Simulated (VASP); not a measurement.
# Si (P1) in VASP: single point with PBE

Aim: the single point of Si with PBE.

Everything below comes from runs of VASP 6.6.1. Logs are shortened: lines on timing, memory, paths and dates and some standing lists are left out, and cuts for length are marked.

## (1) The cell of the first run

The typed cell holds 8 atoms: a = 5.431 Å, b = 5.431 Å, c = 5.431 Å, α = 90.00°, β = 90.00°, γ = 90.00°.

## (2) Single point, PBE

Contents of INCAR:

```
PREC = Accurate
ENCUT = 500
EDIFF = 1E-6
ISMEAR = 0
SIGMA = 0.01
LREAL = False
LASPH = True
NELM = 120
ALGO = Normal
ISIF = 2
LWAVE = False
LCHARG = False
GGA = PE
NBANDS = 26
ISYM = 0
GGA_COMPAT = False
```

Contents of KPOINTS:

```
Automatic mesh
0
Gamma
  1 1 1
```

Contents of POSCAR:

```
Si
1.0
    5.4310000000      0.0000000000      0.0000000000
    0.0000000000      5.4310000000      0.0000000000
    0.0000000000      0.0000000000      5.4310000000
Si
8
Direct
    0.0021500000      0.0023600000     -0.0053000000
    0.0047700000      0.4947400000      0.5022400000
    0.4966200000     -0.0010100000      0.5047200000
    0.4961000000      0.5055200000     -0.0034500000
    0.2543800000      0.2495800000      0.2461700000
    0.2527700000      0.7445900000      0.7544400000
    0.7449000000      0.2518100000      0.7526900000
    0.7485500000      0.7549400000      0.2448700000
```

Potentials or basis: VASP PAW PBE potentials, release 64 (Si).

Run with:

```
$ cat potpaw_PBE.64/Si/POTCAR > POTCAR
$ mpirun -np 1 vasp_gam > vasp.out
```

OUTCAR:

```text
PREC = Accurate
   ENCUT = 500
   EDIFF = 1E-6
   ISMEAR = 0
   LREAL = False
   LASPH = True
   NELM = 120
   ISIF = 2
   GGA = PE
   ISYM = 0

 ion  position               nearest neighbor table
   1  0.002  0.002  0.995-   7 2.35   6 2.35   5 2.35   8 2.36
   2  0.005  0.495  0.502-   6 2.35   5 2.35   7 2.36   8 2.43
   3  0.497  0.999  0.505-   6 2.35   7 2.35   5 2.36   8 2.37
   4  0.496  0.506  0.997-   6 2.27   7 2.34   5 2.34   8 2.35
   5  0.254  0.250  0.246-   4 2.34   1 2.35   2 2.35   3 2.36
   6  0.253  0.745  0.754-   4 2.27   3 2.35   1 2.35   2 2.35
   7  0.745  0.252  0.753-   4 2.34   1 2.35   3 2.35   2 2.36
   8  0.749  0.755  0.245-   4 2.35   1 2.36   3 2.37   2 2.43

IMPORTANT INFORMATION: All symmetrisations will be switched off!
NOSYMM: (Re-)initialisation of all symmetry stuff for point group C_1.

----------------------------------------------------------------------------------------

                                     Primitive cell

  volume of cell :     160.1915

  direct lattice vectors                    reciprocal lattice vectors
     5.431000000  0.000000000  0.000000000     0.184128153  0.000000000  0.000000000
     0.000000000  5.431000000  0.000000000     0.000000000  0.184128153  0.000000000
     0.000000000  0.000000000  5.431000000     0.000000000  0.000000000  0.184128153

  length of vectors
     5.431000000  5.431000000  5.431000000     0.184128153  0.184128153  0.184128153

  position of ions in fractional coordinates (direct lattice)
     0.002150000  0.002360000  0.994700000
     0.004770000  0.494740000  0.502240000
     0.496620000  0.998990000  0.504720000
     0.496100000  0.505520000  0.996550000
     0.254380000  0.249580000  0.246170000
     0.252770000  0.744590000  0.754440000
     0.744900000  0.251810000  0.752690000
     0.748550000  0.754940000  0.244870000

  ion indices of the primitive-cell ions
   primitive index   ion index
                 1           1
                 2           2
                 3           3
                 4           4
                 5           5
                 6           6
                 7           7
                 8           8

----------------------------------------------------------------------------------------

 KPOINTS: Automatic mesh

Automatic generation of k-mesh.
 Grid dimensions read from file:
 generate k-points for:    1    1    1

 Generating k-lattice:

  Cartesian coordinates                     Fractional coordinates (reciprocal lattice)
     0.184128153  0.000000000  0.000000000     1.000000000  0.000000000  0.000000000
     0.000000000  0.184128153  0.000000000     0.000000000  1.000000000  0.000000000
     0.000000000  0.000000000  0.184128153     0.000000000  0.000000000  1.000000000

  Length of vectors
     0.184128153  0.184128153  0.184128153

  Shift w.r.t. Gamma in fractional coordinates (k-lattice)
     0.000000000  0.000000000  0.000000000

 Subroutine IBZKPT returns following result:
 ===========================================

 Found      1 irreducible k-points:

 Following reciprocal coordinates:
            Coordinates               Weight
  0.000000  0.000000  0.000000      1.000000
   k-points           NKPTS =      1   k-points in BZ     NKDIM =      1   number of bands    NBANDS=     26
   number of dos      NEDOS =    301   number of ions     NIONS =      8
   total plane-waves  NPLWV =  64000
   dimension x,y,z NGX =    40 NGY =   40 NGZ =   40
   dimension x,y,z NGXF=    80 NGYF=   80 NGZF=   80
   ions per type =               8
   NGX,Y,Z   is equivalent  to a cutoff of  12.24, 12.24, 12.24 a.u.
   NGXF,Y,Z  is equivalent  to a cutoff of  24.49, 24.49, 24.49 a.u.
 SYSTEM =  unknown system
   PREC   = accura    normal or accurate (medium, high low for compatibility)
   ISTART =      0    job   : 0-new  1-cont  2-samecut
   ICHARG =      2    charge: 1-file 2-atom 10-const
   ISPIN  =      1    spin polarized calculation?
   LNONCOLLINEAR =      F non collinear calculations
   LSORBIT =      F    spin-orbit coupling
   LASPH  =      T    aspherical Exc in radial PAW
   ENCUT  =  500.0 eV  36.75 Ry    6.06 a.u.   9.90  9.90  9.90*2*pi/ulx,y,z
   NELM   =    120;   NELMIN=  2; NELMDL= -5     # of ELM steps
   EDIFF  = 0.1E-05   stopping-criterion for ELM
   LREAL  =      F    real-space projection
   EDIFFG = 0.1E-04   stopping-criterion for IOM
   NSW    =      0    number of steps for IOM
   IBRION =     -1    ionic relax: 0-MD 1-quasi-New 2-CG
   NFREE  =      0    steps in history (QN), initial steepest desc. (CG)
   ISIF   =      2    stress and relaxation
   ISYM   =      0    0-nonsym 1-usesym 2-fastsym
   POTIM  = 0.5000    time-step for ionic-motion
   TEBEG  =    0.0;   TEEND  =   0.0 temperature during run
   PSTRESS=    0.0 pullay stress
   NELECT =      32.0000    total number of electrons
   NUPDOWN=      -1.0000    fix difference up-down
   EMIN   =  10.00;   EMAX   =-10.00  energy-range for DOS
   EFERMI =   0.00;   METHOD = LEGACY
   ISMEAR =     0;   SIGMA  =   0.01  broadening in eV -4-tet -1-fermi 0-gaus
   EFERMI_NEDOS =   21; number of points for ismear=-14 and -15
   IALGO  =     38    algorithm
   IMIX   =      4    mixing-type and parameters
     AMIX     =   0.40;   BMIX     =  1.00
     AMIX_MAG =   1.60;   BMIX_MAG =  1.00
  volume/ion in A,a.u.               =      20.02       135.13
  Fermi-wavevector in a.u.,A,eV,Ry     =   0.956999  1.808467 12.460868  0.915848
  Thomas-Fermi vector in A             =   2.085978
   LORBIT       =      0    0 simple, 1 ext, 2 COOP (PROOUT), +10 PAW based schemes
   GGA     = PE    functional components
   LHFCALC =     F    Hartree Fock is set to
   AEXX    =    0.0000 exact exchange contribution
   IVDW    =     0    specifies the selected vdW correction
   LEPSILON=     F    determine dielectric tensor
   LRPA    =     F    only Hartree local field effects (RPA)
 non-spin polarized calculation
 Gauss-broadening in eV      SIGMA  =   0.01
  energy-cutoff  :      500.00
  volume of cell :      160.19
 maximum number of plane-waves:      2034
 NGX is ok and might be reduce to    40
   NGX = 19   NGY = 19   NGZ = 19

 number of electron      31.9999999 magnetization

 Free energy of the ion-electron system (eV)
  ---------------------------------------------------
  ext. energy  EPLUGINS =         0.00000000
  ---------------------------------------------------
  free energy    TOTEN  =       -33.12679035 eV

  energy without entropy =      -33.12679035  energy(sigma->0) =      -33.12679035

 E-fermi :   6.2489     XC(G=0):  -9.1908

 val. band max:        6.1599634753   @ k =   0.0000   0.0000   0.0000
 cond. band min:       6.6247449719   @ k =   0.0000   0.0000   0.0000
 fundamental gap:      0.4647814966
 Fermi energy:         6.2488614416

 k-point     1 :       0.0000    0.0000    0.0000
  band No.  band energies     occupation
      1      -5.8756      2.00000
      2      -1.8653      2.00000
      3      -1.7165      2.00000
      4      -1.7113      2.00000
      5      -1.7034      2.00000
      6      -1.6719      2.00000
[... 18 lines left out ...]
     25       8.5966      0.00000
     26       9.5409      0.00000

------------------------ aborting loop because EDIFF is reached ----------------------------------------

  FORCE on cell =-STRESS in cart. coord.  units (eV):
  Direction    XX          YY          ZZ          XY          YZ          ZX
  --------------------------------------------------------------------------------------
  -------------------------------------------------------------------------------------
  Total       10.8443761     11.0915753     10.7475908      0.0173042     -0.0809061      0.1303196
  in kB      108.4615343    110.9339314    107.4935228      0.1730702     -0.8091932      1.3034094
  external PRESSURE =     108.9629962 kB  Pullay stress =       0.0000000 kB

 VOLUME and BASIS-vectors are now :
 -----------------------------------------------------------------------------
  energy-cutoff  :      500.00
  volume of cell :      160.19
      direct lattice vectors                 reciprocal lattice vectors
     5.431000000  0.000000000  0.000000000     0.184128153  0.000000000  0.000000000
     0.000000000  5.431000000  0.000000000     0.000000000  0.184128153  0.000000000
     0.000000000  0.000000000  5.431000000     0.000000000  0.000000000  0.184128153

 POSITION                                       TOTAL-FORCE (eV/Angst)
 -----------------------------------------------------------------------------------
      0.01168      0.01282      5.40222        -0.029902      0.030639     -0.027462
      0.02591      2.68693      2.72767        -0.331759      0.039401     -0.356537
      2.69714      5.42551      2.74113         0.048487     -0.179942     -0.090435
      2.69432      2.74548      5.41226         0.436852     -0.249554      0.520411
      1.38154      1.35547      1.33695         0.045454     -0.076691      0.063059
      1.37279      4.04387      4.09736        -0.518341      0.308793     -0.405238
      4.04555      1.36758      4.08786         0.004212      0.142884     -0.098357
      4.06538      4.10008      1.32989         0.344997     -0.015531      0.394559
 -----------------------------------------------------------------------------------
    total drift:                               -0.000007     -0.000012      0.000016

  FREE ENERGIE OF THE ION-ELECTRON SYSTEM (eV)
  ---------------------------------------------------
  free  energy   TOTEN  =       -33.1267903545 eV

  energy  without entropy=      -33.1267903545  energy(sigma->0) =      -33.12679035
```

Run time: 8.2 s. Hardware: 1 thread of Intel Xeon 6975P-C, shared host; peak memory 0.21 GiB.

What came out:

```
Free energy            : -33.1268 eV
Pressure               : 10.9 GPa
Largest force          : 0.727 eV/Å
Band gap on the k mesh : 0.46 eV
```

Forces on the atoms (eV/Å):
```
Si  -0.030  0.031 -0.027
Si  -0.332  0.039 -0.357
Si   0.048 -0.180 -0.090
Si   0.437 -0.250  0.520
Si   0.045 -0.077  0.063
Si  -0.518  0.309 -0.405
Si   0.004  0.143 -0.098
Si   0.345 -0.016  0.395
```

Stress tensor (GPa, compression positive):
```
10.85  0.02  0.13
 0.02 11.09 -0.08
 0.13 -0.08 10.75
```

Levels at points of the mesh, in eV from the valence-band top:
```csv
k point,band 13,band 14,band 15,band 16,band 17,band 18,band 19,band 20
"(0.00, 0.00, 0.00)",-2.87,-0.04,-0.01,0.00,0.46,0.52,0.58,0.60
```

Caveat: the k points lie up to 1.16 Å⁻¹ apart.
